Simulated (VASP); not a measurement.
# C (P6_3/mmc) in VASP: a series of runs, part 2 of 2

VASP 6.6.1. The steps go on from the part before.

## 3. Single point, PBE (strain +0.000 along x and y, -0.050 along z)

The COD entry that gives the cell may itself be a prediction, so a difference from it is no test against experiment.

The input, INCAR:

```
SYSTEM = C
ALGO = Normal ; EDIFF = 1E-6
ENCUT = 520 ; GGA = PE
ISIF = 2 ; ISMEAR = 0
LASPH = .TRUE. ; LCHARG = .TRUE.
LELF = .TRUE. ; LREAL = .FALSE.
LVHAR = .TRUE. ; LWAVE = .FALSE.
NBANDS = 26 ; NELM = 80
PREC = Accurate ; SIGMA = 0.05
```

The input, KPOINTS:

```
k-points
0
G
  12 12 4
  0 0 0
```

The input, POSCAR:

```
C
1.0
    2.5180184915      0.0000000000      0.0000000000
   -1.2590092457      2.1806679808      0.0000000000
    0.0000000000      0.0000000000      7.8893587728
C
8
Direct
    0.0000000000      0.0000000000      0.0929681641
    0.0000000000      0.0000000000      0.5929681641
    0.0000000000      0.0000000000      0.4070318359
    0.0000000000      0.0000000000      0.9070318359
    0.3333333333      0.6666666667      0.1555285626
    0.6666666667      0.3333333333      0.6555285626
    0.3333333333      0.6666666667      0.3444714374
    0.6666666667      0.3333333333      0.8444714374
```

Potentials or basis: VASP PAW PBE potentials, release 64 (C).

Launch:

```
> cat potpaw_PBE.64/C/POTCAR > POTCAR
> mpirun -np 1 vasp_std > vasp.out
```

OUTCAR:

```text
SYSTEM = C
   EDIFF = 1E-6
   ENCUT = 520
   GGA = PE
   ISIF = 2
   ISMEAR = 0
   LASPH = .TRUE.
   LREAL = .FALSE.
   NELM = 80
   PREC = Accurate

 ion  position               nearest neighbor table
   1  0.000  0.000  0.093-   4 1.47   5 1.54   5 1.54   5 1.54
   2  0.000  0.000  0.593-   3 1.47   6 1.54   6 1.54   6 1.54
   3  0.000  0.000  0.407-   2 1.47   7 1.54   7 1.54   7 1.54
   4  0.000  0.000  0.907-   1 1.47   8 1.54   8 1.54   8 1.54
   5  0.333  0.667  0.156-   7 1.49   1 1.54   1 1.54   1 1.54
   6  0.667  0.333  0.656-   8 1.49   2 1.54   2 1.54   2 1.54
   7  0.333  0.667  0.344-   5 1.49   3 1.54   3 1.54   3 1.54
   8  0.667  0.333  0.844-   6 1.49   4 1.54   4 1.54   4 1.54

  LATTYP: Found a hexagonal cell.
 ALAT       =     2.5180184915
 C/A-ratio  =     3.1331615711

  Lattice vectors:

 A1 = (   2.5180184915,   0.0000000000,   0.0000000000)
 A2 = (  -1.2590092457,   2.1806679808,   0.0000000000)
 A3 = (   0.0000000000,   0.0000000000,   7.8893587728)

Analysis of symmetry for initial positions (statically):
=====================================================================
 Subroutine PRICEL returns:
 Original cell was already a primitive cell.

 Routine SETGRP: Setting up the symmetry group for a
 hexagonal supercell.

 Subroutine GETGRP returns: Found 24 space group operations
 (whereof 12 operations were pure point group operations)
 out of a pool of 24 trial point group operations.

The static configuration has the point symmetry D_3d.
 The point group associated with its full space group is D_6h.

Analysis of symmetry for dynamics (positions and initial velocities):
=====================================================================
 Subroutine PRICEL returns:
[... 138 lines left out ...]
   EFERMI_NEDOS =   21; number of points for ismear=-14 and -15
   IALGO  =     38    algorithm
   IMIX   =      4    mixing-type and parameters
     AMIX     =   0.40;   BMIX     =  1.00
     AMIX_MAG =   1.60;   BMIX_MAG =  1.00
  volume/ion in A,a.u.               =       5.42        36.54
  Fermi-wavevector in a.u.,A,eV,Ry     =   1.479885  2.796578 29.797588  2.190061
  Thomas-Fermi vector in A             =   2.593988
   LORBIT       =      0    0 simple, 1 ext, 2 COOP (PROOUT), +10 PAW based schemes
   GGA     = PE    functional components
   LHFCALC =     F    Hartree Fock is set to
   AEXX    =    0.0000 exact exchange contribution
   IVDW    =     0    specifies the selected vdW correction
   LEPSILON=     F    determine dielectric tensor
   LRPA    =     F    only Hartree local field effects (RPA)
 non-spin polarized calculation
 Gauss-broadening in eV      SIGMA  =   0.05
  energy-cutoff  :      520.00
  volume of cell :       43.32
 maximum number of plane-waves:      1188
 NGX is ok and might be reduce to    20
   NGX =  9   NGY =  9   NGZ = 29

 number of electron      31.9999998 magnetization

 Free energy of the ion-electron system (eV)
  ---------------------------------------------------
  ext. energy  EPLUGINS =         0.00000000
  ---------------------------------------------------
  free energy    TOTEN  =       -72.15526392 eV

  energy without entropy =      -72.15526392  energy(sigma->0) =      -72.15526392

 E-fermi :  10.8145     XC(G=0): -13.4784

 val. band max:       10.5983510263   @ k =   0.0000   0.0000   0.0000
 cond. band min:      14.5532281247   @ k =   0.5000   0.0000   0.0000
 fundamental gap:      3.9548770985
 Fermi energy:        10.8145423640

 k-point     1 :       0.0000    0.0000    0.0000
  band No.  band energies     occupation
      1     -11.7219      2.00000
      2      -9.8848      2.00000
      3      -9.7940      2.00000
      4      -4.9938      2.00000
      5      -3.5528      2.00000
      6       4.0509      2.00000
[... 685 lines left out ...]
     25      21.5304      0.00000
     26      23.9158      0.00000

 [... further k-points ...]
[... 5 lines left out ...]
  --------------------------------------------------------------------------------------
  -------------------------------------------------------------------------------------
  Total        0.7744850      0.7744850     20.5105670      0.0000000     -0.0000000      0.0000000
  in kB       28.6439826     28.6439826    758.5742210      0.0000000     -0.0000000      0.0000000
  external PRESSURE =     271.9540621 kB  Pullay stress =       0.0000000 kB

 VOLUME and BASIS-vectors are now :
 -----------------------------------------------------------------------------
  energy-cutoff  :      520.00
  volume of cell :       43.32
      direct lattice vectors                 reciprocal lattice vectors
     2.518018491  0.000000000  0.000000000     0.397137671  0.229287541  0.000000000
    -1.259009246  2.180667981  0.000000000     0.000000000  0.458575083  0.000000000
     0.000000000  0.000000000  7.889358773     0.000000000  0.000000000  0.126753014

 POSITION                                       TOTAL-FORCE (eV/Angst)
 -----------------------------------------------------------------------------------
      0.00000      0.00000      0.73346        -0.000000     -0.000000      0.368011
      0.00000      0.00000      4.67814         0.000000     -0.000000      0.368011
      0.00000      0.00000      3.21122        -0.000000      0.000000     -0.368011
      0.00000      0.00000      7.15590         0.000000     -0.000000     -0.368011
     -0.00000      1.45378      1.22702        -0.000000      0.000000     -0.442041
      1.25901      0.72689      5.17170         0.000000     -0.000000     -0.442041
     -0.00000      1.45378      2.71766        -0.000000      0.000000      0.442041
      1.25901      0.72689      6.66234         0.000000     -0.000000      0.442041
 -----------------------------------------------------------------------------------
    total drift:                                0.000000     -0.000000      0.000000

  FREE ENERGIE OF THE ION-ELECTRON SYSTEM (eV)
  ---------------------------------------------------
  free  energy   TOTEN  =       -72.1552639192 eV

  energy  without entropy=      -72.1552639192  energy(sigma->0) =      -72.15526392
```

OSZICAR:

```text
N       E                     dE             d eps       ncg     rms          rms(c)
DAV:   1     0.654067298984E+02    0.65407E+02   -0.16663E+04  2964   0.120E+03
DAV:   2    -0.700276923358E+02   -0.13543E+03   -0.12722E+03  3932   0.234E+02
DAV:   3    -0.750925785845E+02   -0.50649E+01   -0.50245E+01  3948   0.396E+01
DAV:   4    -0.751370704318E+02   -0.44492E-01   -0.44413E-01  3824   0.409E+00
DAV:   5    -0.751378110430E+02   -0.74061E-03   -0.74004E-03  3920   0.478E-01    0.118E+01
DAV:   6    -0.728993109355E+02    0.22385E+01   -0.14379E+00  3362   0.658E+00    0.706E+00
DAV:   7    -0.721507422557E+02    0.74857E+00   -0.17359E+00  3476   0.744E+00    0.159E+00
DAV:   8    -0.721550533637E+02   -0.43111E-02   -0.43631E-02  3768   0.117E+00    0.106E-01
DAV:   9    -0.721551808122E+02   -0.12745E-03   -0.78631E-04  3888   0.185E-01    0.356E-02
DAV:  10    -0.721552449916E+02   -0.64179E-04   -0.75445E-05  3622   0.571E-02    0.163E-02
DAV:  11    -0.721552626627E+02   -0.17671E-04   -0.11653E-05  3654   0.241E-02    0.348E-03
DAV:  12    -0.721552639221E+02   -0.12594E-05   -0.11790E-06  2884   0.769E-03    0.812E-04
DAV:  13    -0.721552639192E+02    0.29231E-08   -0.12641E-07  2090   0.252E-03
   1 F= -.72155264E+02 E0= -.72155264E+02  d E =-.744107E-12
```

stdout:

```text
POSCAR found type information on POSCAR C
 POSCAR found :  1 types and       8 ions
 scaLAPACK will be used
 LDA part: xc-table for (Slater+PW92), standard interpolation
 POSCAR, INCAR and KPOINTS ok, starting setup
 FFT: planning ... GRIDC
 FFT: planning ... GRID_SOFT
 FFT: planning ... GRID
 WAVECAR not read
 entering main loop
```

It took 51 s on 1 thread of AMD EPYC 9R45 (Zen 5), shared host; peak memory 0.14 GiB.

What came out:

```
Free energy            : -72.1553 eV
Pressure               : 27.2 GPa
Largest force          : 0.442 eV/Å
Band gap on the k mesh : 3.95 eV, indirect (least direct gap 4.78 eV)
```

Forces on the atoms (eV/Å):
```
C    0.000  0.000  0.368
C    0.000  0.000  0.368
C    0.000  0.000 -0.368
C    0.000  0.000 -0.368
C    0.000  0.000 -0.442
C    0.000  0.000 -0.442
C    0.000  0.000  0.442
C    0.000  0.000  0.442
```

Stress tensor (GPa, compression positive):
```
 2.86  0.00  0.00
 0.00  2.86  0.00
 0.00  0.00 75.86
```

Levels at points of the mesh, in eV from the valence-band top:
```tsv
k point	band 13	band 14	band 15	band 16	band 17	band 18	band 19	band 20
(0.00, 0.00, 0.00)	-2.17	-0.34	0.00	0.00	4.78	4.78	6.69	6.88
(0.50, 0.00, 0.00)	-5.37	-4.60	-3.78	-2.88	3.95	5.51	5.72	6.57
(0.00, 0.00, 0.50)	-0.86	-0.86	-0.86	-0.86	5.75	5.75	5.75	5.75
(0.50, 0.00, 0.50)	-4.92	-4.92	-3.79	-3.79	4.37	4.37	7.36	7.36
```

Caveat: the cell differs from its parent crystal (strain +0.000 along x and y, -0.050 along z). A k mesh can miss the band edges.

## 4. Single point, PBE (strain -0.025 along x and y, +0.000 along z)

The input, INCAR:

```
SYSTEM = C
PREC     = Accurate       ! precision mode
ENCUT    = 520            ! plane-wave cutoff, eV
EDIFF    = 1E-6           ! SCF threshold, eV
ISMEAR   = 0              ! smearing method
SIGMA    = 0.05           ! smearing width, eV
LREAL    = .FALSE.        ! projectors in reciprocal space
LASPH    = .TRUE.         ! aspherical terms in the spheres
NELM     = 100            ! most SCF steps
ALGO     = Normal         ! electronic algorithm
ISIF     = 2              ! what is computed and relaxed
LWAVE    = .FALSE.        ! write WAVECAR
LCHARG   = .TRUE.         ! write CHGCAR
GGA      = PE             ! functional
LELF     = .TRUE.         ! ELF
LVHAR    = .TRUE.       
NBANDS   = 26             ! bands
```

The input, KPOINTS:

```
regular mesh
0
G
  12 12 4
  0 0 0
```

POSCAR, as its differences from that of step 3:

```diff
@@ -2,5 +2,5 @@
 1.0
-    2.5180184915      0.0000000000      0.0000000000
-   -1.2590092457      2.1806679808      0.0000000000
-    0.0000000000      0.0000000000      7.8893587728
+    2.4550680292      0.0000000000      0.0000000000
+   -1.2275340146      2.1261512813      0.0000000000
+    0.0000000000      0.0000000000      8.3045881819
 C
```

Launch:

```
> cat potpaw_PBE.64/C/POTCAR > POTCAR
> mpirun -np 1 vasp_std > vasp.out
```

Run time: 44 s. Hardware: 1 thread of AMD EPYC 9R45 (Zen 5), shared host; peak memory 0.14 GiB.

Results (log left out):

| Property | Result |
| --- | --- |
| Free energy | -72.4157 eV |
| Pressure | 25.3 GPa |
| Largest force | 0.162 eV/Å |
| Band gap on the k mesh | 4.87 eV, indirect (least direct gap 4.94 eV) |

Forces in eV/Å, atoms in the order of the input:
```
C    0.000  0.000 -0.101
C    0.000  0.000 -0.101
C    0.000  0.000  0.101
C    0.000  0.000  0.101
C    0.000  0.000  0.162
C    0.000  0.000  0.162
C    0.000  0.000 -0.162
C    0.000  0.000 -0.162
```

Stress tensor (GPa, compression positive):
```
36.57  0.00  0.00
 0.00 36.57  0.00
 0.00  0.00  2.84
```

Levels at points of the mesh, in eV from the valence-band top:
```csv
k point,band 13,band 14,band 15,band 16,band 17,band 18,band 19,band 20
"(0.00, 0.00, 0.00)",-1.64,-0.27,0.00,0.00,4.94,5.70,5.70,7.46
"(0.50, 0.00, 0.00)",-5.08,-4.99,-3.90,-3.20,5.07,5.36,6.34,6.39
"(0.00, 0.00, 0.50)",-0.61,-0.61,-0.61,-0.61,6.43,6.43,6.43,6.43
"(0.50, 0.00, 0.50)",-4.95,-4.95,-3.86,-3.86,5.38,5.38,6.83,6.83
```

Caveat: the cell differs from its parent crystal (strain -0.025 along x and y, +0.000 along z).

## 5. Single point, PBE (strain +0.000 along x and y, -0.025 along z)

The input, INCAR:

```
SYSTEM = C
ALGO = Normal
EDIFF = 1E-7
ENCUT = 520
GGA = PE
ISIF = 2
ISMEAR = 0
LASPH = .True.
LCHARG = .True.
LELF = .True.
LREAL = .False.
LVHAR = .True.
LWAVE = .False.
NBANDS = 26
NELM = 80
PREC = Accurate
SIGMA = 0.05
```

The input, KPOINTS:

```
k-points
0
Gamma
  12 12 4
  0 0 0
```

POSCAR, as its differences from that of step 4:

```diff
@@ -2,5 +2,5 @@
 1.0
-    2.4550680292      0.0000000000      0.0000000000
-   -1.2275340146      2.1261512813      0.0000000000
-    0.0000000000      0.0000000000      8.3045881819
+    2.5180184915      0.0000000000      0.0000000000
+   -1.2590092457      2.1806679808      0.0000000000
+    0.0000000000      0.0000000000      8.0969734774
 C
```

Launch:

```
> cat potpaw_PBE.64/C/POTCAR > POTCAR
> mpirun -np 1 vasp_std > vasp.out
```

Wall time 52 s (1 thread of AMD EPYC 9R45 (Zen 5), shared host); peak memory 0.14 GiB.

Results (log left out):

| Property | Result |
| --- | --- |
| Free energy | -72.5460 eV |
| Pressure | 12.7 GPa |
| Largest force | 0.127 eV/Å |
| Band gap on the k mesh | 4.29 eV, indirect (least direct gap 5.05 eV) |

Forces on the atoms (eV/Å):
```
C    0.000  0.000  0.102
C    0.000  0.000  0.102
C    0.000  0.000 -0.102
C    0.000  0.000 -0.102
C    0.000  0.000 -0.127
C    0.000  0.000 -0.127
C    0.000  0.000  0.127
C    0.000  0.000  0.127
```

Stress tensor (GPa, compression positive):
```
 1.69  0.00  0.00
 0.00  1.69  0.00
 0.00  0.00 34.78
```

Levels at points of the mesh, in eV from the valence-band top:
```csv
k point,band 12,band 13,band 14,band 15,band 16,band 17,band 18,band 19,band 20,band 21
"(0.00, 0.00, 0.00)",-1.93,-1.93,-0.25,0.00,0.00,5.05,5.05,6.10,7.00,7.00
"(0.50, 0.00, 0.00)",-5.22,-5.12,-4.63,-3.71,-2.92,4.29,5.71,5.88,6.11,7.24
"(0.00, 0.00, 0.50)",-2.48,-0.75,-0.75,-0.75,-0.75,5.91,5.91,5.91,5.91,6.87
"(0.50, 0.00, 0.50)",-6.29,-4.81,-4.81,-3.71,-3.71,4.67,4.67,7.25,7.25,7.76
```

Caveat: the cell differs from its parent crystal (strain +0.000 along x and y, -0.025 along z). A k mesh can miss the band edges.

## 6. Single point, PBE (strain -0.025 along x and y, +0.025 along z)

The input, INCAR:

```
SYSTEM = C
PREC = Accurate
ENCUT = 520
EDIFF = 1E-7
ISMEAR = 0
SIGMA = 0.05
LREAL = .False.
LASPH = .True.
NELM = 80
ALGO = Normal
ISIF = 2
LWAVE = .False.
LCHARG = .False.
GGA = PE
NBANDS = 26
```

The input, KPOINTS:

```
regular mesh
0
Gamma
  12 12 4
  0 0 0
```

POSCAR, as its differences from that of step 5:

```diff
@@ -2,5 +2,5 @@
 1.0
-    2.5180184915      0.0000000000      0.0000000000
-   -1.2590092457      2.1806679808      0.0000000000
-    0.0000000000      0.0000000000      8.0969734774
+    2.4550680292      0.0000000000      0.0000000000
+   -1.2275340146      2.1261512813      0.0000000000
+    0.0000000000      0.0000000000      8.5122028864
 C
```

Potentials or basis: VASP PAW PBE potentials, release 64 (C).

Launch:

```
> cat potpaw_PBE.64/C/POTCAR > POTCAR
> mpirun -np 1 vasp_std > vasp.out
```

It took 44 s on 1 thread of AMD EPYC 9R45 (Zen 5), shared host; peak memory 0.14 GiB.

Results (log left out):

```yaml
Free_energy: -72.3318 eV
Pressure: 14.0 GPa
Largest_force: 0.102 eV/Å
Band_gap_on_the_k_mesh: 4.22 eV, direct
```

Forces on the atoms (eV/Å):
```
C    0.000  0.000 -0.035
C    0.000  0.000 -0.035
C    0.000  0.000  0.035
C    0.000  0.000  0.035
C    0.000  0.000  0.102
C    0.000  0.000  0.102
C    0.000  0.000 -0.102
C    0.000  0.000 -0.102
```

Stress tensor (GPa, compression positive):
```
 34.55   0.00   0.00
  0.00  34.55   0.00
  0.00   0.00 -27.23
```

Levels at points of the mesh, in eV from the valence-band top:
| k point | band 14 | band 15 | band 16 | band 17 | band 18 | band 19 |
| --- | --- | --- | --- | --- | --- | --- |
| (0.00, 0.00, 0.00) | -0.33 | 0.00 | 0.00 | 4.22 | 5.90 | 5.90 |
| (0.50, 0.00, 0.00) | -4.89 | -3.85 | -3.23 | 4.92 | 5.34 | 5.88 |
| (0.00, 0.00, 0.50) | -0.53 | -0.53 | -0.53 | 6.38 | 6.38 | 6.55 |
| (0.50, 0.00, 0.50) | -4.85 | -3.81 | -3.81 | 5.60 | 5.60 | 6.41 |

Caveat: the cell differs from its parent crystal (strain -0.025 along x and y, +0.025 along z). A k mesh can miss the band edges.

## 7. Single point, PBE (strain -0.025 along x and y, +0.050 along z)

The input, INCAR:

```
PREC = Accurate
ENCUT = 520
EDIFF = 1E-6
ISMEAR = 0
SIGMA = 0.05
LREAL = False
LASPH = True
NELM = 80
ALGO = Normal
ISIF = 2
LWAVE = False
LCHARG = False
GGA = PE
NBANDS = 26
```

The input, KPOINTS:

```
Automatic mesh
0
Gamma
  12 12 4
```

POSCAR, as its differences from that of step 6:

```diff
@@ -4,3 +4,3 @@
    -1.2275340146      2.1261512813      0.0000000000
-    0.0000000000      0.0000000000      8.5122028864
+    0.0000000000      0.0000000000      8.7198175910
 C
```

Launch:

```
> cat potpaw_PBE.64/C/POTCAR > POTCAR
> mpirun -np 1 vasp_std > vasp.out
```

Run time: 49 s. Hardware: 1 thread of AMD EPYC 9R45 (Zen 5), shared host; peak memory 0.14 GiB.

Results (log left out):

```
Free energy            : -72.0622 eV
Pressure               : 4.4 GPa
Largest force          : 0.146 eV/Å
Band gap on the k mesh : 3.50 eV, direct
```

Forces on the atoms (eV/Å):
```
C    0.000  0.000  0.146
C    0.000  0.000  0.146
C    0.000  0.000 -0.146
C    0.000  0.000 -0.146
C    0.000  0.000 -0.082
C    0.000  0.000 -0.082
C    0.000  0.000  0.082
C    0.000  0.000  0.082
```

Stress tensor (GPa, compression positive):
```
 32.74   0.00   0.00
  0.00  32.74   0.00
  0.00   0.00 -52.20
```

Levels at points of the mesh, in eV from the valence-band top:
| k point | band 14 | band 15 | band 16 | band 17 | band 18 | band 19 |
| --- | --- | --- | --- | --- | --- | --- |
| (0.00, 0.00, 0.00) | -0.43 | 0.00 | 0.00 | 3.50 | 6.08 | 6.08 |
| (0.50, 0.00, 0.00) | -4.73 | -3.81 | -3.25 | 4.50 | 5.34 | 5.57 |
| (0.00, 0.00, 0.50) | -0.46 | -0.46 | -0.46 | 5.99 | 5.99 | 6.66 |
| (0.50, 0.00, 0.50) | -4.76 | -3.76 | -3.76 | 5.76 | 5.76 | 6.01 |

Caveat: the cell differs from its parent crystal (strain -0.025 along x and y, +0.050 along z).

## 8. Summary

```csv
cell,gap on the mesh (eV),pressure (GPa),largest force (eV/Å)
"a = 2.392, b = 2.392, c = 8.720 Å, angles 90.0, 90.0, 120.0°, 8 atoms",2.79,32.5,0.10
"a = 2.518, b = 2.518, c = 7.889 Å, angles 90.0, 90.0, 120.0°, 8 atoms",3.95,27.2,0.44
"a = 2.455, b = 2.455, c = 8.305 Å, angles 90.0, 90.0, 120.0°, 8 atoms",4.87,25.3,0.16
"a = 2.518, b = 2.518, c = 8.097 Å, angles 90.0, 90.0, 120.0°, 8 atoms",4.29,12.7,0.13
"a = 2.455, b = 2.455, c = 8.512 Å, angles 90.0, 90.0, 120.0°, 8 atoms",4.22,14.0,0.10
"a = 2.455, b = 2.455, c = 8.720 Å, angles 90.0, 90.0, 120.0°, 8 atoms",3.50,4.4,0.15
```

Alike in all rows: task single point; level PBE; potentials or basis VASP PAW PBE potentials, release 64 (C); no spin polarisation; k mesh 12 × 12 × 4; cutoff (eV) 520; smearing gaussian 0.05 eV.

Total energies depend on the potentials used, so only differences within one code and one set of settings carry meaning.
